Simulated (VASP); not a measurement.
# Ga (Cmcm) in VASP: a series of runs, part 2 of 2

VASP 6.6.1. The steps go on from the part before.

### 3 Single point, LDA

This run uses another cell than the first one, of 16.26 Å³/atom.

INCAR reads:

```
ALGO = Fast
EDIFF = 1E-7
ENCUT = 520
ISIF = 2
ISMEAR = -1
LASPH = T
LCHARG = F
LREAL = F
LWAVE = F
NBANDS = 20
NELM = 80
PREC = Accurate
SIGMA = 0.15
```

KPOINTS reads:

```
k-points
0
Gamma
  16 16 14
```

POSCAR reads:

```
Ga
1.0
    1.3215556369     -3.8405990452      0.0000000000
    1.3215556369      3.8405990452      0.0000000000
    0.0000000000      0.0000000000      3.2044162605
Ga
2
Direct
    0.8666003887      0.1333996113      0.2500000000
    0.1333996113      0.8666003887      0.7500000000
```

Potentials or basis: VASP PAW LDA potentials, release 64 (Ga_d).

The run is started by

```sh
$ cat potpaw_LDA.64/Ga_d/POTCAR > POTCAR
$ mpirun -np 1 vasp_std > vasp.out
```

OUTCAR:

```text
EDIFF = 1E-7
   ENCUT = 520
   ISIF = 2
   ISMEAR = -1
   LASPH = T
   LREAL = F
   NELM = 80
   PREC = Accurate

 ion  position               nearest neighbor table
   1  0.867  0.133  0.250-   2 2.60   2 2.60   2 2.74   2 2.74   2 2.74   2 2.74
   2  0.133  0.867  0.750-   1 2.60   1 2.60   1 2.74   1 2.74   1 2.74   1 2.74

  LATTYP: Found a base centered orthorhombic cell.
 ALAT       =     2.6431112738
 B/A-ratio  =     2.9061198318
 C/A-ratio  =     1.2123652501

  Lattice vectors:

 A1 = (   1.3215556369,  -3.8405990452,   0.0000000000)
 A2 = (   1.3215556369,   3.8405990452,   0.0000000000)
 A3 = (   0.0000000000,   0.0000000000,   3.2044162605)

Analysis of symmetry for initial positions (statically):
=====================================================================
 Subroutine PRICEL returns:
 Original cell was already a primitive cell.

 Routine SETGRP: Setting up the symmetry group for a
 base centered orthorhombic supercell.

 Subroutine GETGRP returns: Found  8 space group operations
 (whereof  4 operations were pure point group operations)
 out of a pool of  8 trial point group operations.

The static configuration has the point symmetry C_2h.
 The point group associated with its full space group is D_2h.

Analysis of symmetry for dynamics (positions and initial velocities):
=====================================================================
 Subroutine PRICEL returns:
 Original cell was already a primitive cell.

 Routine SETGRP: Setting up the symmetry group for a
 base centered orthorhombic supercell.

 Subroutine GETGRP returns: Found  8 space group operations
 (whereof  4 operations were pure point group operations)
 out of a pool of  8 trial point group operations.

The dynamic configuration has the point symmetry C_2h.
[... 112 lines left out ...]
   NUPDOWN=      -1.0000    fix difference up-down
   EMIN   =  10.00;   EMAX   =-10.00  energy-range for DOS
   EFERMI =   0.00;   METHOD = LEGACY
   ISMEAR =    -1;   SIGMA  =   0.15  broadening in eV -4-tet -1-fermi 0-gaus
   EFERMI_NEDOS =   21; number of points for ismear=-14 and -15
   IALGO  =     68    algorithm
   IMIX   =      4    mixing-type and parameters
     AMIX     =   0.40;   BMIX     =  1.00
     AMIX_MAG =   1.60;   BMIX_MAG =  1.00
  volume/ion in A,a.u.               =      16.26       109.76
  Fermi-wavevector in a.u.,A,eV,Ry     =   1.519305  2.871069 31.406141  2.308286
  Thomas-Fermi vector in A             =   2.628308
   LORBIT       =      0    0 simple, 1 ext, 2 COOP (PROOUT), +10 PAW based schemes
   GGA     = CA    functional components
   LHFCALC =     F    Hartree Fock is set to
   AEXX    =    0.0000 exact exchange contribution
   IVDW    =     0    specifies the selected vdW correction
   LEPSILON=     F    determine dielectric tensor
   LRPA    =     F    only Hartree local field effects (RPA)
 non-spin polarized calculation
 RMM-DIIS sequential band-by-band and
  energy-cutoff  :      520.00
  volume of cell :       32.53
 maximum number of plane-waves:       894
   NGX = 15   NGY = 15   NGZ = 11

 number of electron      26.0000016 magnetization

 Free energy of the ion-electron system (eV)
  ---------------------------------------------------
  ext. energy  EPLUGINS =         0.00000000
  ---------------------------------------------------
  free energy    TOTEN  =        -7.16017545 eV

  energy without entropy =       -7.11541263  energy(sigma->0) =       -7.13779404

 E-fermi :   6.7795     XC(G=0): -12.0575

 val. band max:        6.7792202529   @ k =  -0.3125   0.1250   0.1429
 cond. band min:       6.8340932782   @ k =  -0.3125   0.1250   0.4286
 fundamental gap:      0.0548730253
 Fermi energy:         6.7795013915

 k-point     1 :       0.0000    0.0000    0.0000
  band No.  band energies     occupation
      1      -8.7642      2.00000
      2      -8.7528      2.00000
      3      -8.6975      2.00000
      4      -8.6899      2.00000
      5      -8.3046      2.00000
      6      -8.2998      2.00000
[... 541 lines left out ...]
     19      18.6998      0.00000
     20      20.3946      0.00000

 [... further k-points ...]

------------------------ aborting loop because EDIFF is reached ----------------------------------------

  FORCE on cell =-STRESS in cart. coord.  units (eV):
  Direction    XX          YY          ZZ          XY          YZ          ZX
  --------------------------------------------------------------------------------------
  -------------------------------------------------------------------------------------
  Total        1.0754228      1.0722141      1.0650899      0.0000000     -0.0000000      0.0000000
  in kB       52.9695752     52.8115313     52.4606322      0.0000000     -0.0000000      0.0000000
  external PRESSURE =      52.7472462 kB  Pullay stress =       0.0000000 kB

 VOLUME and BASIS-vectors are now :
 -----------------------------------------------------------------------------
  energy-cutoff  :      520.00
  volume of cell :       32.53
      direct lattice vectors                 reciprocal lattice vectors
     1.321555637 -3.840599045  0.000000000     0.378341998 -0.130188024  0.000000000
     1.321555637  3.840599045  0.000000000     0.378341998  0.130188024  0.000000000
     0.000000000  0.000000000  3.204416260     0.000000000  0.000000000  0.312069319

 POSITION                                       TOTAL-FORCE (eV/Angst)
 -----------------------------------------------------------------------------------
      1.32156     -2.81593      0.80110         0.000000     -0.000509      0.000000
      1.32156      2.81593      2.40331         0.000000      0.000509      0.000000
 -----------------------------------------------------------------------------------
    total drift:                               -0.000000     -0.000000     -0.000000

  FREE ENERGIE OF THE ION-ELECTRON SYSTEM (eV)
  ---------------------------------------------------
  free  energy   TOTEN  =        -7.1601754535 eV

  energy  without entropy=       -7.1154126252  energy(sigma->0) =       -7.13779404
```

OSZICAR:

```text
N       E                     dE             d eps       ncg     rms          rms(c)
DAV:   1     0.129003151199E+03    0.12900E+03   -0.13213E+04 25224   0.256E+03
DAV:   2     0.370894432516E+01   -0.12529E+03   -0.12196E+03 24124   0.384E+02
DAV:   3    -0.710530298682E+01   -0.10814E+02   -0.10760E+02 26180   0.939E+01
DAV:   4    -0.725884956043E+01   -0.15355E+00   -0.15345E+00 26832   0.123E+01
DAV:   5    -0.726143111004E+01   -0.25815E-02   -0.25814E-02 26636   0.156E+00    0.171E+00
RMM:   6    -0.718031881316E+01    0.81112E-01   -0.11347E-01 30888   0.412E+00    0.835E-01
RMM:   7    -0.716191334901E+01    0.18405E-01   -0.30162E-02 32426   0.166E+00    0.230E-01
RMM:   8    -0.716009792108E+01    0.18154E-02   -0.66226E-03 34481   0.690E-01    0.233E-02
RMM:   9    -0.716015517419E+01   -0.57253E-04   -0.79919E-04 36070   0.321E-01    0.167E-02
RMM:  10    -0.716017276549E+01   -0.17591E-04   -0.25123E-04 37292   0.131E-01    0.281E-03
RMM:  11    -0.716017511830E+01   -0.23528E-05   -0.25963E-05 37714   0.429E-02    0.173E-03
RMM:  12    -0.716017540619E+01   -0.28789E-06   -0.42526E-06 34039   0.204E-02    0.103E-03
RMM:  13    -0.716017543385E+01   -0.27658E-07   -0.12813E-06 28437   0.107E-02    0.396E-04
RMM:  14    -0.716017545351E+01   -0.19665E-07   -0.29290E-07 19132   0.508E-03
   1 F= -.71601755E+01 E0= -.71377940E+01  d E =-.447628E-01
```

Run time: 11 min. Hardware: 1 thread of Intel Xeon 8259CL, shared host; peak memory 0.39 GiB.

What came out:

- Free energy: -7.1602 eV
- Pressure: 5.3 GPa
- Band gap on the k mesh: zero (bands 13 and 14 overlap by 9.39 eV)

Caveat: the cell stands under pressure.

### 4 Single point, LDA (16.99 Å³/atom)

This run uses another cell than the first one, of 16.99 Å³/atom.

INCAR reads:

```
ALGO     = Fast           # electronic algorithm
EDIFF    = 1E-6           # SCF threshold, eV
ENCUT    = 520            # plane-wave cutoff, eV
GGA      = CA             # functional
ISIF     = 2              # what is computed and relaxed
ISMEAR   = -1             # smearing method
LASPH    = T              # aspherical terms in the spheres
LCHARG   = F              # write CHGCAR
LREAL    = F              # projectors in reciprocal space
LWAVE    = F              # write WAVECAR
NBANDS   = 20             # bands
NELM     = 60             # most SCF steps
PREC     = Accurate       # precision mode
SIGMA    = 0.15           # smearing width, eV
```

KPOINTS is that of step 3.

POSCAR reads:

```
Ga
1.0
    1.3410468443     -3.8856578673      0.0000000000
    1.3410468443      3.8856578673      0.0000000000
    0.0000000000      0.0000000000      3.2609892135
Ga
2
Direct
    0.8664398721      0.1335601279      0.2500000000
    0.1335601279      0.8664398721      0.7500000000
```

The run is started by

```sh
$ cat potpaw_LDA.64/Ga_d/POTCAR > POTCAR
$ mpirun -np 1 vasp_std > vasp.out
```

Run time: 9.7 min. Hardware: 1 thread of Intel Xeon 8259CL, shared host; peak memory 0.4 GiB.

The run converged. Its results:

| Item | Value |
| --- | --- |
| Free energy | -7.1907 eV |
| Pressure | 1.6 GPa |
| Band gap on the k mesh | zero (bands 13 and 14 overlap by 8.97 eV) |

Levels at points of the mesh, in eV from the Fermi level:
```csv
k point,band 9,band 10,band 11,band 12,band 13,band 14,band 15,band 16,band 17,band 18
"(0.00, 0.00, 0.00)",-14.95,-14.79,-11.98,-2.25,-1.38,1.36,5.44,10.16,10.73,11.21
"(0.50, 0.00, 0.00)",-14.87,-14.82,-6.28,-5.48,-1.53,0.25,6.18,6.91,8.83,9.89
"(0.50, 0.50, 0.00)",-14.91,-14.86,-9.79,-8.99,3.80,4.75,6.06,6.33,7.94,11.60
"(0.00, 0.00, 0.50)",-14.87,-14.87,-8.34,-8.34,1.71,1.71,2.76,2.76,12.47,12.47
"(0.50, 0.00, 0.50)",-14.82,-14.82,-2.95,-2.95,-1.82,-1.82,2.10,2.10,4.74,4.74
"(0.50, 0.50, 0.50)",-14.96,-14.96,-6.34,-6.34,-4.81,-4.81,11.60,11.60,12.70,12.70
```

### 5 Overview

```tsv
cell	further INCAR settings	gap on the mesh (eV)	pressure (GPa)
a = 3.974, b = 3.974, c = 3.082 Å, angles 90.0, 90.0, 142.3°, 2 atoms	ALGO = Fast; EDIFF = 1e-06; NBANDS = 20	none	15.3
a = 4.062, b = 4.062, c = 3.204 Å, angles 90.0, 90.0, 142.0°, 2 atoms	ALGO = Fast; EDIFF = 1e-07; NBANDS = 20	none	5.3
a = 4.111, b = 4.111, c = 3.261 Å, angles 90.0, 90.0, 141.9°, 2 atoms	ALGO = Fast; EDIFF = 1e-06; NBANDS = 20	none	1.6
```

Alike in all rows: task single point; level LDA; potentials or basis VASP PAW LDA potentials, release 64 (Ga_d); no spin polarisation; k mesh 16 × 16 × 14; cutoff (eV) 520; smearing fermi-dirac 0.15 eV.

Caveats: the cell stands under pressure (at least some runs).

Total energies depend on the potentials used, so only differences within one code and one set of settings carry meaning.
